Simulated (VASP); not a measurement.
# Au (C2/m) in VASP: single point with PBEsol

Aim: the single point of Au with PBEsol.

All numbers are computed with VASP 6.6.1; they aren't measurements. Logs are shortened: lines on timing, memory, paths and dates and some standing lists are left out, and cuts for length are marked.

## 1. The cell of the first run

It takes space group C2/m (No. 12, monoclinic). The conventional cell has a = 5.010 Å, b = 2.893 Å, c = 14.178 Å, α = 90.00°, β = 91.69°, γ = 90.00°. Within 3.8 Å of Au (site symmetry m) lie 13 Au at 2.80 to 3.76 Å. Au (site symmetry m) has 12 Au at 2.89 Å within 3.8 Å. Au (site symmetry m) has 12 Au at 2.89 Å within 3.8 Å.

## 2. Single point, PBEsol (the part above a cut slid along it)

The input, INCAR:

```
  PREC = Accurate
  ENCUT = 520
  EDIFF = 1E-6
  ISMEAR = 0
  SIGMA = 0.15
  LREAL = False
  LASPH = True
  NELM = 80
  ALGO = Fast
  ISIF = 2
  LWAVE = False
  LCHARG = False
  GGA = PS
  NBANDS = 42
```

The input, KPOINTS:

```
Automatic mesh
0
Gamma
  18 18 4
```

The input, POSCAR:

```
Au
1.0
    2.0455000000     -2.0455000000      0.0000000000
    2.0455000000      0.0000000000     -2.0455000000
   11.9322197000      6.3068901500      6.3068901500
Au
6
Direct
    0.5902902783      0.5902902783      0.0833166667
   -0.8402930550     -0.8402930550      0.9166500000
    0.1041736117      0.1041736117      0.2499833333
    0.1319402783      0.1319402783      0.5833166667
   -0.3819430550     -0.3819430550      0.4166500000
   -0.3541763883     -0.3541763883      0.7499833333
```

Potentials or basis: VASP PAW PBE potentials, release 64 (Au).

Launch:

```
cat potpaw_PBE.64/Au/POTCAR > POTCAR
mpirun -np 1 vasp_std > vasp.out
```

OUTCAR:

```text
PREC = Accurate
   ENCUT = 520
   EDIFF = 1E-6
   ISMEAR = 0
   LREAL = False
   LASPH = True
   NELM = 80
   ISIF = 2
   GGA = PS

 ion  position               nearest neighbor table
   1  0.590  0.590  0.083-   2 2.80   2 2.80   3 2.89   3 2.89   3 2.89   2 3.15
   2  0.160  0.160  0.917-   1 2.80   1 2.80   6 2.89   6 2.89   6 2.89   1 3.15
   3  0.104  0.104  0.250-   1 2.89   1 2.89   1 2.89   5 2.89   5 2.89   5 2.89
   4  0.132  0.132  0.583-   6 2.89   6 2.89   6 2.89   5 2.89   5 2.89   5 2.89
   5  0.618  0.618  0.417-   3 2.89   3 2.89   4 2.89   4 2.89   3 2.89   4 2.89
   6  0.646  0.646  0.750-   4 2.89   4 2.89   4 2.89   2 2.89   2 2.89   2 2.89

  LATTYP: Found a base centered monoclinic cell.
 ALAT       =     5.0104312689
 B/A-ratio  =     0.5773502692
 C/A-ratio  =     2.8296534929
 COS(beta)  =    -0.0294382334

  Lattice vectors:

 A1 = (   2.0455000000,  -2.0455000000,   0.0000000000)
 A2 = (   2.0455000000,   0.0000000000,  -2.0455000000)
 A3 = (   7.8412197000,   8.3523901500,   8.3523901500)

Analysis of symmetry for initial positions (statically):
=====================================================================
 Subroutine PRICEL returns:
 Original cell was already a primitive cell.

 Routine SETGRP: Setting up the symmetry group for a
 base centered monoclinic supercell.

 Subroutine GETGRP returns: Found  4 space group operations
 (whereof  2 operations were pure point group operations)
 out of a pool of  4 trial point group operations.

The static configuration has the point symmetry C_1h.
 The point group associated with its full space group is C_2h.

Analysis of symmetry for dynamics (positions and initial velocities):
=====================================================================
 Subroutine PRICEL returns:
 Original cell was already a primitive cell.

 Routine SETGRP: Setting up the symmetry group for a
 base centered monoclinic supercell.

 Subroutine GETGRP returns: Found  4 space group operations
 (whereof  2 operations were pure point group operations)
 out of a pool of  4 trial point group operations.

The dynamic configuration has the point symmetry C_1h.
 The point group associated with its full space group is C_2h.

 Subroutine INISYM returns: Found  4 space group operations
 (whereof  2 operations are pure point group operations),
 and found     1 'primitive' translations

----------------------------------------------------------------------------------------

                                     Primitive cell

  volume of cell :     102.7022

  direct lattice vectors                    reciprocal lattice vectors
     2.045500000 -2.045500000  0.000000000     0.125613135 -0.363264890  0.125613135
     2.045500000  0.000000000 -2.045500000     0.125613135  0.125613135 -0.363264890
    11.932219700  6.306890150  6.306890150     0.040739835  0.040739835  0.040739835

  length of vectors
     2.892773842  2.892773842 14.897368684     0.404374455  0.404374455  0.070563465

  position of ions in fractional coordinates (direct lattice)
     0.590290278  0.590290278  0.083316667
     0.159706945  0.159706945  0.916650000
     0.104173612  0.104173612  0.249983333
     0.131940278  0.131940278  0.583316667
     0.618056945  0.618056945  0.416650000
     0.645823612  0.645823612  0.749983333

  ion indices of the primitive-cell ions
   primitive index   ion index
                 1           1
                 2           2
                 3           3
                 4           4
                 5           5
                 6           6

----------------------------------------------------------------------------------------

 KPOINTS: Automatic mesh

Automatic generation of k-mesh.
 Grid dimensions read from file:
 generate k-points for:   18   18    4

 Generating k-lattice:

  Cartesian coordinates                     Fractional coordinates (reciprocal lattice)
     0.006978507 -0.020181383  0.006978507     0.055555556  0.000000000  0.000000000
     0.006978507  0.006978507 -0.020181383     0.000000000  0.055555556  0.000000000
     0.010184959  0.010184959  0.010184959     0.000000000  0.000000000  0.250000000

  Length of vectors
     0.022465247  0.022465247  0.017640866

  Shift w.r.t. Gamma in fractional coordinates (k-lattice)
     0.000000000  0.000000000  0.000000000

 Subroutine IBZKPT returns following result:
 ===========================================

 Found    353 irreducible k-points:

 Following reciprocal coordinates:
            Coordinates               Weight
  0.000000  0.000000  0.000000      1.000000
  0.055556  0.000000  0.000000      4.000000
  0.111111  0.000000  0.000000      4.000000
  0.166667  0.000000  0.000000      4.000000
  0.222222  0.000000 -0.000000      4.000000
  0.277778  0.000000  0.000000      4.000000
[... 16 lines left out ...]
 -0.277778  0.055556 -0.000000      4.000000
 -0.222222  0.055556 -0.000000      4.000000
 [... further k-points ...]
   k-points           NKPTS =    353   k-points in BZ     NKDIM =    353   number of bands    NBANDS=     42
   number of dos      NEDOS =    301   number of ions     NIONS =      6
   total plane-waves  NPLWV =  64512
   dimension x,y,z NGX =    24 NGY =   24 NGZ =  112
   dimension x,y,z NGXF=    48 NGYF=   48 NGZF=  224
   ions per type =               6
   NGX,Y,Z   is equivalent  to a cutoff of  13.79, 13.79, 12.50 a.u.
   NGXF,Y,Z  is equivalent  to a cutoff of  27.59, 27.59, 25.00 a.u.
 SYSTEM =  unknown system
   PREC   = accura    normal or accurate (medium, high low for compatibility)
   ISTART =      0    job   : 0-new  1-cont  2-samecut
   ICHARG =      2    charge: 1-file 2-atom 10-const
   ISPIN  =      1    spin polarized calculation?
   LNONCOLLINEAR =      F non collinear calculations
   LSORBIT =      F    spin-orbit coupling
   LASPH  =      T    aspherical Exc in radial PAW
   ENCUT  =  520.0 eV  38.22 Ry    6.18 a.u.   5.38  5.38 27.70*2*pi/ulx,y,z
   NELM   =     80;   NELMIN=  2; NELMDL= -5     # of ELM steps
   EDIFF  = 0.1E-05   stopping-criterion for ELM
   LREAL  =      F    real-space projection
   EDIFFG = 0.1E-04   stopping-criterion for IOM
   NSW    =      0    number of steps for IOM
   IBRION =     -1    ionic relax: 0-MD 1-quasi-New 2-CG
   NFREE  =      0    steps in history (QN), initial steepest desc. (CG)
   ISIF   =      2    stress and relaxation
   ISYM   =      2    0-nonsym 1-usesym 2-fastsym
   POTIM  = 0.5000    time-step for ionic-motion
   TEBEG  =    0.0;   TEEND  =   0.0 temperature during run
   PSTRESS=    0.0 pullay stress
   NELECT =      66.0000    total number of electrons
   NUPDOWN=      -1.0000    fix difference up-down
   EMIN   =  10.00;   EMAX   =-10.00  energy-range for DOS
   EFERMI =   0.00;   METHOD = LEGACY
   ISMEAR =     0;   SIGMA  =   0.15  broadening in eV -4-tet -1-fermi 0-gaus
   EFERMI_NEDOS =   21; number of points for ismear=-14 and -15
   IALGO  =     68    algorithm
   IMIX   =      4    mixing-type and parameters
     AMIX     =   0.40;   BMIX     =  1.00
     AMIX_MAG =   1.60;   BMIX_MAG =  1.00
  volume/ion in A,a.u.               =      17.12       115.51
  Fermi-wavevector in a.u.,A,eV,Ry     =   1.412742  2.669696 27.155058  1.995840
  Thomas-Fermi vector in A             =   2.534459
   LORBIT       =      0    0 simple, 1 ext, 2 COOP (PROOUT), +10 PAW based schemes
   GGA     = PS    functional components
   LHFCALC =     F    Hartree Fock is set to
   AEXX    =    0.0000 exact exchange contribution
   IVDW    =     0    specifies the selected vdW correction
   LEPSILON=     F    determine dielectric tensor
   LRPA    =     F    only Hartree local field effects (RPA)
 non-spin polarized calculation
 RMM-DIIS sequential band-by-band and
 Gauss-broadening in eV      SIGMA  =   0.15
  energy-cutoff  :      520.00
  volume of cell :      102.70
 maximum number of plane-waves:      2813
 NGX is ok and might be reduce to    24
   NGX = 11   NGY = 11   NGZ = 55

 number of electron      65.9999999 magnetization

 Free energy of the ion-electron system (eV)
  ---------------------------------------------------
  ext. energy  EPLUGINS =         0.00000000
  ---------------------------------------------------
  free energy    TOTEN  =       -23.52470388 eV

  energy without entropy =      -23.50569866  energy(sigma->0) =      -23.51520127

 E-fermi :   9.1914     XC(G=0): -12.8578

 val. band max:        9.1886419399   @ k =  -0.1667   0.1667   0.0000
 cond. band min:       9.1940477521   @ k =  -0.2778   0.2222  -0.0000
 fundamental gap:      0.0054058121
 Fermi energy:         9.1913944974

 k-point     1 :       0.0000    0.0000    0.0000
  band No.  band energies     occupation
      1      -0.6695      2.00000
      2       0.2425      2.00000
      3       0.2457      2.00000
      4       1.7444      2.00000
      5       1.7468      2.00000
      6       1.9146      2.00000
[... 34 lines left out ...]
     41      23.3473      0.00000
     42      23.6052      0.00000

 k-point     2 :       0.0556    0.0000    0.0000
  band No.  band energies     occupation
      1      -0.5711      2.00000
      2       0.2510      2.00000
      3       0.4215      2.00000
      4       1.7995      2.00000
      5       1.8652      2.00000
      6       1.9954      2.00000
[... 34 lines left out ...]
     41      23.2758      0.00000
     42      23.8450      0.00000

 k-point     3 :       0.1111    0.0000    0.0000
  band No.  band energies     occupation
      1      -0.2814      2.00000
      2       0.4329      2.00000
      3       0.7722      2.00000
      4       2.0260      2.00000
      5       2.1305      2.00000
      6       2.2275      2.00000
[... 34 lines left out ...]
     41      23.2047      0.00000
     42      23.6977      0.00000

 k-point     4 :       0.1667    0.0000    0.0000
  band No.  band energies     occupation
      1       0.1819      2.00000
      2       0.7568      2.00000
      3       1.2561      2.00000
      4       2.3883      2.00000
      5       2.4633      2.00000
      6       2.5741      2.00000
[... 844 lines left out ...]
     41      16.4348      0.00000
     42      18.6030      0.00000

 k-point    23 :      -0.2778    0.0556   -0.0000
  band No.  band energies     occupation
      1       1.7548      2.00000
      2       1.8152      2.00000
      3       2.3027      2.00000
      4       2.7258      2.00000
      5       2.8724      2.00000
      6       3.1044      2.00000
[... 34 lines left out ...]
     41      17.9231      0.00000
     42      19.6644      0.00000

 k-point    24 :      -0.2222    0.0556   -0.0000
  band No.  band energies     occupation
      1       1.1484      2.00000
      2       1.4890      2.00000
      3       1.9691      2.00000
      4       2.8009      2.00000
      5       2.9898      2.00000
      6       3.1045      2.00000
[... 34 lines left out ...]
     41      19.7829      0.00000
     42      20.1235      0.00000

 [... further k-points ...]

------------------------ aborting loop because EDIFF is reached ----------------------------------------

  FORCE on cell =-STRESS in cart. coord.  units (eV):
  Direction    XX          YY          ZZ          XY          YZ          ZX
  --------------------------------------------------------------------------------------
  -------------------------------------------------------------------------------------
  Total       -0.6882940     -0.6220928     -0.6220928      0.1362729     -0.1200995      0.1362729
  in kB      -10.7375416     -9.7047887     -9.7047887      2.1258879     -1.8735789      2.1258879
  external PRESSURE =     -10.0490397 kB  Pullay stress =       0.0000000 kB

 VOLUME and BASIS-vectors are now :
 -----------------------------------------------------------------------------
  energy-cutoff  :      520.00
  volume of cell :      102.70
      direct lattice vectors                 reciprocal lattice vectors
     2.045500000 -2.045500000  0.000000000     0.125613135 -0.363264890  0.125613135
     2.045500000  0.000000000 -2.045500000     0.125613135  0.125613135 -0.363264890
    11.932219700  6.306890150  6.306890150     0.040739835  0.040739835  0.040739835

 POSITION                                       TOTAL-FORCE (eV/Angst)
 -----------------------------------------------------------------------------------
      3.40903     -0.68197     -0.68197         0.188606      0.047270      0.047270
     11.59103      5.45453      5.45453        -0.188606     -0.047270     -0.047270
      3.40903      1.36353      1.36353        -0.010415      0.017397      0.017397
      7.50003      3.40903      3.40903        -0.000537     -0.000323     -0.000323
      7.50003      1.36353      1.36353         0.000537      0.000323      0.000323
     11.59103      3.40903      3.40903         0.010415     -0.017397     -0.017397
 -----------------------------------------------------------------------------------
    total drift:                                0.000000      0.000000      0.000000

  FREE ENERGIE OF THE ION-ELECTRON SYSTEM (eV)
  ---------------------------------------------------
  free  energy   TOTEN  =       -23.5247038828 eV

  energy  without entropy=      -23.5056986630  energy(sigma->0) =      -23.51520127
```

Wall time 44 min (1 thread of Oxide Virtual Turin-like, shared host); peak memory 1 GiB.

Results:

```yaml
Free_energy: -23.5247 eV
Pressure: -1.0 GPa
Largest_force: 0.200 eV/Å
Band_gap_on_the_k_mesh: zero (bands 33 and 34 overlap by 4.94 eV)
```

Forces in eV/Å, atoms in the order of the input:
```
Au   0.189  0.047  0.047
Au  -0.189 -0.047 -0.047
Au  -0.010  0.017  0.017
Au  -0.001  0.000  0.000
Au   0.001  0.000  0.000
Au   0.010 -0.017 -0.017
```

Stress tensor (GPa, compression positive):
```
-1.07  0.21  0.21
 0.21 -0.97 -0.19
 0.21 -0.19 -0.97
```

Caveat: the cell differs from its parent crystal (the part above a cut slid along it); the PAW data sets were made with another functional, which shifts forces and pressure a little; spin-orbit coupling is left out, which moves the levels of the heavy elements.
